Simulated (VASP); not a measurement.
# Al2Cu (Fm-3m) in VASP: further runs

Runs on Al2Cu. Level: LDA. Tasks: vibrations by perturbation theory.

All numbers are computed with VASP 6.6.1; they aren't measurements. Logs are shortened: lines on timing, memory, paths and dates and some standing lists are left out, and cuts for length are marked.

## (1) The cell of the first run

The structure is cubic, space group Fm-3m (No. 225). Conventional cell: a = 5.473 Å, b = 5.473 Å, c = 5.473 Å, α = 90.00°, β = 90.00°, γ = 90.00°. Within 3.1 Å of Al (site symmetry -43m) lie 4 Cu at 2.37 Å and 6 Al at 2.74 Å. Within 3.1 Å of Cu (site symmetry m-3m) lie 8 Al at 2.37 Å.

## (2) Vibrations by perturbation theory, LDA

INCAR reads:

```
SYSTEM = Al2Cu
PREC = Accurate
ENCUT = 520
EDIFF = 1E-8
ISMEAR = -1
SIGMA = 0.15
LREAL = .FALSE.
LASPH = .TRUE.
NELM = 60
ALGO = Normal
ISIF = 2
LWAVE = .FALSE.
LCHARG = .FALSE.
IBRION = 8
NSW = 1
```

KPOINTS reads:

```
Automatic mesh
0
G
  16 16 16
  0 0 0
```

POSCAR reads:

```
Al2Cu
1.0
   -1.9348592281      1.9348592281      2.7363041616
    1.9348592281     -1.9348592281      2.7363041616
    1.9348592281      1.9348592281     -2.7363041616
Al Cu
2 1
Direct
    0.7500000000      0.2500000000      0.5000000000
    0.2500000000      0.7500000000      0.5000000000
    0.5000000000      0.5000000000      0.0000000000
```

Potentials or basis: VASP PAW LDA potentials, release 64 (Al, Cu).

The run is started by

```bash
> cat potpaw_LDA.64/Al/POTCAR potpaw_LDA.64/Cu/POTCAR > POTCAR
> mpirun -np 1 vasp_std > vasp.out
```

OUTCAR:

```text
SYSTEM = Al2Cu
   PREC = Accurate
   ENCUT = 520
   EDIFF = 1E-8
   ISMEAR = -1
   LREAL = .FALSE.
   LASPH = .TRUE.
   NELM = 60
   ISIF = 2
   IBRION = 8
   NSW = 1

 ion  position               nearest neighbor table
   1  0.750  0.250  0.500-   3 2.37   3 2.37   3 2.37   3 2.37   2 2.74   2 2.74   2 2.74   2 2.74
                             2 2.74   2 2.74
   2  0.250  0.750  0.500-   3 2.37   3 2.37   3 2.37   3 2.37   1 2.74   1 2.74   1 2.74   1 2.74
                             1 2.74   1 2.74
   3  0.500  0.500  0.000-   2 2.37   1 2.37   1 2.37   2 2.37   1 2.37   2 2.37   2 2.37   1 2.37

  LATTYP: Found a face centered cubic cell.
 ALAT       =     5.4726083233

  Lattice vectors:

 A1 = (   1.9348592281,  -1.9348592281,  -2.7363041616)
 A2 = (   1.9348592281,   1.9348592281,  -2.7363041616)
 A3 = (   3.8697184562,   0.0000000000,   0.0000000000)

Analysis of symmetry for initial positions (statically):
=====================================================================
 Subroutine PRICEL returns:
 Original cell was already a primitive cell.

 Routine SETGRP: Setting up the symmetry group for a
 face centered cubic supercell.

 Subroutine GETGRP returns: Found 48 space group operations
 (whereof 48 operations were pure point group operations)
 out of a pool of 48 trial point group operations.

The static configuration has the point symmetry O_h .

Analysis of symmetry for dynamics (positions and initial velocities):
=====================================================================
 Subroutine PRICEL returns:
 Original cell was already a primitive cell.

 Routine SETGRP: Setting up the symmetry group for a
 face centered cubic supercell.

 Subroutine GETGRP returns: Found 48 space group operations
 (whereof 48 operations were pure point group operations)
 out of a pool of 48 trial point group operations.

The dynamic configuration has the point symmetry O_h .

 Subroutine INISYM returns: Found 48 space group operations
 (whereof 48 operations are pure point group operations),
 and found     1 'primitive' translations

----------------------------------------------------------------------------------------

                                     Primitive cell

  volume of cell :      40.9754

  direct lattice vectors                    reciprocal lattice vectors
    -1.934859228  1.934859228  2.736304162     0.000000000  0.258416733  0.182728224
     1.934859228 -1.934859228  2.736304162     0.258416733  0.000000000  0.182728224
     1.934859228  1.934859228 -2.736304162     0.258416733  0.258416733  0.000000000

  length of vectors
     3.869718456  3.869718456  3.869718456     0.316494568  0.316494568  0.365456448

  position of ions in fractional coordinates (direct lattice)
     0.750000000  0.250000000  0.500000000
     0.250000000  0.750000000  0.500000000
     0.500000000  0.500000000  0.000000000

  ion indices of the primitive-cell ions
   primitive index   ion index
                 1           1
                 2           2
                 3           3

----------------------------------------------------------------------------------------

 KPOINTS: Automatic mesh

Automatic generation of k-mesh.
 Grid dimensions read from file:
 generate k-points for:   16   16   16

 Generating k-lattice:

  Cartesian coordinates                     Fractional coordinates (reciprocal lattice)
[... 101 lines left out ...]

 Free energy of the ion-electron system (eV)
  ---------------------------------------------------
  ext. energy  EPLUGINS =         0.00000000
  ---------------------------------------------------
  free energy    TOTEN  =       -13.52603060 eV

  energy without entropy =      -13.46906909  energy(sigma->0) =      -13.49754985

 E-fermi :   8.4629     XC(G=0): -11.3194

 val. band max:        8.4556251775   @ k =  -0.3125   0.1875   0.0625
 cond. band min:       8.4662546656   @ k =   0.2500   0.1875   0.0625
 fundamental gap:      0.0106294881
 Fermi energy:         8.4628787766

 k-point     1 :       0.0000    0.0000    0.0000
  band No.  band energies     occupation
      1      -2.7169      2.00000
      2       3.1855      2.00000
      3       3.1855      2.00000
      4       3.1855      2.00000
      5       3.8273      2.00000
      6       3.8273      2.00000
      7      11.4010      0.00000
      8      11.4010      0.00000
      9      11.4010      0.00000
     10      11.8746      0.00000
     11      11.8746      0.00000
     12      11.8746      0.00000
[... 331 lines left out ...]
 k-point    24 :      -0.0625    0.0625    0.0000
  band No.  band energies     occupation
      1      -2.6394      2.00000
      2       3.1646      2.00000
      3       3.1983      2.00000
      4       3.1983      2.00000
      5       3.8119      2.00000
      6       3.8351      2.00000
      7      10.4940      0.00000
      8      10.4940      0.00000
      9      11.1277      0.00000
     10      11.5911      0.00000
     11      12.8914      0.00000
     12      12.8914      0.00000

 [... further k-points ...]

------------------------ aborting loop because EDIFF is reached ----------------------------------------

  FORCE on cell =-STRESS in cart. coord.  units (eV):
  Direction    XX          YY          ZZ          XY          YZ          ZX
  --------------------------------------------------------------------------------------
  -------------------------------------------------------------------------------------
  Total        3.9339722      3.9339722      3.9339722      0.0000000      0.0000000      0.0000000
  in kB      153.8221068    153.8221068    153.8221068      0.0000000      0.0000000      0.0000000
  external PRESSURE =     153.8221068 kB  Pullay stress =       0.0000000 kB

 VOLUME and BASIS-vectors are now :
 -----------------------------------------------------------------------------
  energy-cutoff  :      520.00
  volume of cell :       40.98
      direct lattice vectors                 reciprocal lattice vectors
    -1.934859228  1.934859228  2.736304162     0.000000000  0.258416733  0.182728224
     1.934859228 -1.934859228  2.736304162     0.258416733  0.000000000  0.182728224
     1.934859228  1.934859228 -2.736304162     0.258416733  0.258416733  0.000000000

 POSITION                                       TOTAL-FORCE (eV/Angst)
 -----------------------------------------------------------------------------------
      0.00000      1.93486      1.36815         0.000000      0.000000     -0.000000
      1.93486      0.00000      1.36815         0.000000     -0.000000     -0.000000
      0.00000      0.00000      2.73630        -0.000000      0.000000      0.000000
 -----------------------------------------------------------------------------------
    total drift:                                0.000000     -0.000000      0.000000

  FREE ENERGIE OF THE ION-ELECTRON SYSTEM (eV)
  ---------------------------------------------------
  free  energy   TOTEN  =       -13.5260306032 eV

  energy  without entropy=      -13.4690690949  energy(sigma->0) =      -13.49754985

[... ionic steps 2 to 9 ...]

--------------------------------------- Ionic step       10  -------------------------------------------

 Free energy of the ion-electron system (eV)
  ---------------------------------------------------
  ---------------------------------------------------
  free energy    TOTEN  =        -0.24345785 eV

  energy without entropy =       -0.24345785

------------------------ aborting loop because EDIFF is reached ----------------------------------------

 INTERNAL STRAIN TENSOR  FOR ION    3  DIRECTION 1   (eV/Angst):
 -----------------------------------------------------------------------------
    -0.00362  0.00000  0.00000
     0.00000  0.01063  0.00000
     0.00000  0.00000  0.00149

 INTERNAL STRAIN TENSOR FOR ION    3 for displacements in x,y,z  (eV/Angst):
          X           Y           Z          XY          YZ          ZX
  --------------------------------------------------------------------------------
  x     0.00000     0.00000     0.00000     0.00000     0.00000     0.00000
  y     0.00000     0.00000     0.00000     0.00000     0.00000     0.00000
  z     0.00000     0.00000     0.00000     0.00000     0.00000     0.00000

 SECOND DERIVATIVES (NOT SYMMETRIZED)
 ------------------------------------
               1X          1Y          1Z          2X          2Y          2Z          3X          3Y          3Z
  1X    -9.159747    0.000000    0.000000    3.478806    0.000000   -0.000000    5.680941    0.000000    0.000000
  1Y     0.000000   -9.159747    0.000000    0.000000    3.478806   -0.000000    0.000000    5.680941    0.000000
  1Z     0.000000   -0.000000   -9.159747   -0.000000    0.000000    3.478806   -0.000000   -0.000000    5.680941
  2X     3.478806    0.000000   -0.000000   -9.159747    0.000000    0.000000    5.680941    0.000000    0.000000
  2Y     0.000000    3.478806   -0.000000    0.000000   -9.159747    0.000000    0.000000    5.680941    0.000000
  2Z    -0.000000    0.000000    3.478806    0.000000   -0.000000   -9.159747   -0.000000   -0.000000    5.680941
  3X     5.679468   -0.000000    0.000000    5.679468   -0.000000    0.000000  -11.358936    0.000000    0.000000
  3Y     0.000000    5.679468    0.000000    0.000000    5.679468    0.000000    0.000000  -11.358936    0.000000
  3Z     0.000000    0.000000    5.679468    0.000000    0.000000    5.679468    0.000000    0.000000  -11.358936

 Eigenvectors and eigenvalues of the dynamical matrix
 ----------------------------------------------------

   1 f  =   10.699670 THz    67.228008 2PiTHz  356.902569 cm-1    44.250259 meV
             X         Y         Z           dx          dy          dz
      0.000000  1.934859  1.368152     0.681874    0.187210   -0.000000
      1.934859  0.000000  1.368152    -0.681874   -0.187210    0.000000
      0.000000  0.000000  2.736304     0.000000    0.000000    0.000000
[... 43 lines left out ...]
   9 f/i=    0.000630 THz     0.003960 2PiTHz    0.021023 cm-1     0.002606 meV
             X         Y         Z           dx          dy          dz
      0.000000  1.934859  1.368152     0.477640   -0.037921    0.000000
      1.934859  0.000000  1.368152     0.477640   -0.037921   -0.000000
      0.000000  0.000000  2.736304     0.733114   -0.058204    0.000000

--------------------------------------------------------------------------------------------------------

 ELASTIC MODULI CONTR FROM IONIC RELAXATION (kBar)
 Direction    XX          YY          ZZ          XY          YZ          ZX
 --------------------------------------------------------------------------------
 XX        -383.5214    383.5214     -0.0000      0.0000      0.0000      0.0000
 YY         383.5214   -383.5214      0.0000     -0.0000     -0.0000     -0.0000
 ZZ          -0.0000      0.0000     -0.0000     -0.0000      0.0000      0.0000
 XY           0.0000     -0.0000     -0.0000     -0.0000      0.0000     -0.0000
 YZ           0.0000     -0.0000      0.0000      0.0000   -383.5214      0.0000
 ZX           0.0000     -0.0000      0.0000     -0.0000      0.0000   -383.5214
 --------------------------------------------------------------------------------
```

Wall time 12 min (1 thread of Intel Xeon 6975P-C (Granite Rapids), shared host); peak memory 1.1 GiB.

What came out:

```
Highest phonon frequency at Γ : 357 cm⁻¹
```

Phonon frequencies in cm⁻¹ (negative: imaginary):
| q point | frequencies |
| --- | --- |
| (0.000, 0.000, 0.000) | 0 0 0 325 325 325 357 357 357 |

Caveat: the cell stands under pressure or tension, which shifts response properties.

## (3) Vibrations by perturbation theory, LDA

This run uses another cell than the first one, of 14.27 Å³/atom.

INCAR reads:

```
PREC = Accurate ; ENCUT = 520
EDIFF = 1E-8 ; ISMEAR = -1
SIGMA = 0.15 ; LREAL = False
LASPH = True ; NELM = 60
ALGO = Normal ; ISIF = 2
LWAVE = False ; LCHARG = True
GGA = CA ; NBANDS = 16
IBRION = 8 ; NSW = 1
```

KPOINTS reads:

```
regular mesh
0
Gamma
  16 16 16
```

POSCAR reads:

```
Al2Cu
1.0
   -1.9635277706      1.9635277706      2.7768476033
    1.9635277706     -1.9635277706      2.7768476033
    1.9635277706      1.9635277706     -2.7768476033
Al Cu
2 1
Direct
    0.7500000000      0.2500000000      0.5000000000
    0.2500000000      0.7500000000      0.5000000000
    0.5000000000      0.5000000000      0.0000000000
```

Potentials or basis: VASP PAW LDA potentials, release 64 (Al, Cu).

The run is started by

```bash
> cat potpaw_LDA.64/Al/POTCAR potpaw_LDA.64/Cu/POTCAR > POTCAR
> mpirun -np 1 vasp_std > vasp.out
```

OUTCAR:

```text
PREC = Accurate
   ENCUT = 520
   EDIFF = 1E-8
   ISMEAR = -1
   LREAL = False
   LASPH = True
   NELM = 60
   ISIF = 2
   GGA = CA
   IBRION = 8
   NSW = 1

 ion  position               nearest neighbor table
   1  0.750  0.250  0.500-   3 2.40   3 2.40   3 2.40   3 2.40   2 2.78   2 2.78   2 2.78   2 2.78
                             2 2.78   2 2.78
   2  0.250  0.750  0.500-   3 2.40   3 2.40   3 2.40   3 2.40   1 2.78   1 2.78   1 2.78   1 2.78
                             1 2.78   1 2.78
   3  0.500  0.500  0.000-   1 2.40   2 2.40   1 2.40   2 2.40   2 2.40   1 2.40   2 2.40   1 2.40

[... 721 lines left out ...]
  3Y     0.000000    4.891391    0.000000    0.000000    4.891391    0.000000    0.000000   -9.782781    0.000000
  3Z     0.000000    0.000000    4.891391    0.000000    0.000000    4.891391   -0.000000   -0.000000   -9.782781

 Eigenvectors and eigenvalues of the dynamical matrix
 ----------------------------------------------------

   1 f  =    9.918500 THz    62.319772 2PiTHz  330.845539 cm-1    41.019600 meV
             X         Y         Z           dx          dy          dz
     -0.000000  1.963528  1.388424    -0.000004    0.000008   -0.707107
      1.963528 -0.000000  1.388424     0.000004   -0.000008    0.707107
      0.000000  0.000000  2.776848    -0.000000    0.000000    0.000000
[... 43 lines left out ...]
   9 f/i=    0.011361 THz     0.071384 2PiTHz    0.378968 cm-1     0.046986 meV
             X         Y         Z           dx          dy          dz
     -0.000000  1.963528  1.388424     0.023840    0.057515   -0.474457
      1.963528 -0.000000  1.388424     0.023840    0.057515   -0.474457
      0.000000  0.000000  2.776848     0.036679    0.088489   -0.729968

--------------------------------------------------------------------------------------------------------

 ELASTIC MODULI CONTR FROM IONIC RELAXATION (kBar)
 Direction    XX          YY          ZZ          XY          YZ          ZX
 --------------------------------------------------------------------------------
 XX        -301.2627    301.2627     -0.0000      0.0000     -0.0000      0.0000
 YY         301.2627   -301.2627      0.0000     -0.0000      0.0000     -0.0000
 ZZ          -0.0000      0.0000     -0.0000      0.0000     -0.0000      0.0000
 XY           0.0000     -0.0000      0.0000     -0.0000      0.0000      0.0000
 YZ          -0.0000      0.0000     -0.0000      0.0000   -301.2627     -0.0000
 ZX           0.0000     -0.0000      0.0000      0.0000     -0.0000   -301.2627
 --------------------------------------------------------------------------------
```

OSZICAR:

```text
N       E                     dE             d eps       ncg     rms          rms(c)
DAV:   1     0.628106908491E+02    0.62811E+02   -0.70026E+03  4696   0.118E+03
DAV:   2    -0.134242972427E+02   -0.76235E+02   -0.67525E+02  5016   0.210E+02
DAV:   3    -0.161679395524E+02   -0.27436E+01   -0.26876E+01  6328   0.446E+01
DAV:   4    -0.162224297007E+02   -0.54490E-01   -0.54468E-01  5432   0.537E+00
[... 51 lines left out ...]
RMM:  17    -0.243243243123E+00   -0.29357E-07   -0.20037E-10 36436   0.812E-05    0.580E-06
RMM:  18    -0.243243285824E+00   -0.42701E-07   -0.19890E-10 35802   0.284E-05    0.564E-06
RMM:  19    -0.243243217872E+00    0.67952E-07   -0.17772E-10 36105   0.149E-05    0.164E-06
RMM:  20    -0.243243208057E+00    0.98147E-08   -0.18441E-10 34927   0.887E-06    0.102E-06
 Linear response finished
```

stdout:

```text
POSCAR found type information on POSCAR AlCu
 POSCAR found :  2 types and       3 ions
 scaLAPACK will be used
 LDA part: xc-table for (Slater(with rela. corr.)+CA(PZ))
 , standard interpolation
 POSCAR, INCAR and KPOINTS ok, starting setup
 FFT: planning ... GRIDC
 FFT: planning ... GRID_SOFT
 FFT: planning ... GRID
 WAVECAR not read
 entering main loop
 Linear response reoptimize wavefunctions to high precision
 Linear response DOF=           2
 Linear response progress:
 first order change of Fermi-energy   0.59055E-05
 force on displaced ion       1 direction 1 :  -7.889   0.000   0.000
 Linear response progress:
 first order change of Fermi-energy   0.66968E-05
 force on displaced ion       3 direction 1 :  -9.783   0.000  -0.000
 Linear response finished
```

Run time: 15 min. Hardware: 1 thread of Intel Xeon 6975P-C (Granite Rapids), shared host; peak memory 1.4 GiB.

What came out:

```yaml
Highest_phonon_frequency_at_Γ: 331 cm⁻¹
```

Phonon frequencies in cm⁻¹ (negative: imaginary):
| q point | frequencies |
| --- | --- |
| (0.000, 0.000, 0.000) | 0 0 0 302 302 302 331 331 331 |

Caveat: the cell stands under pressure or tension, which shifts response properties.

(Part 1 of 2 ends here.)
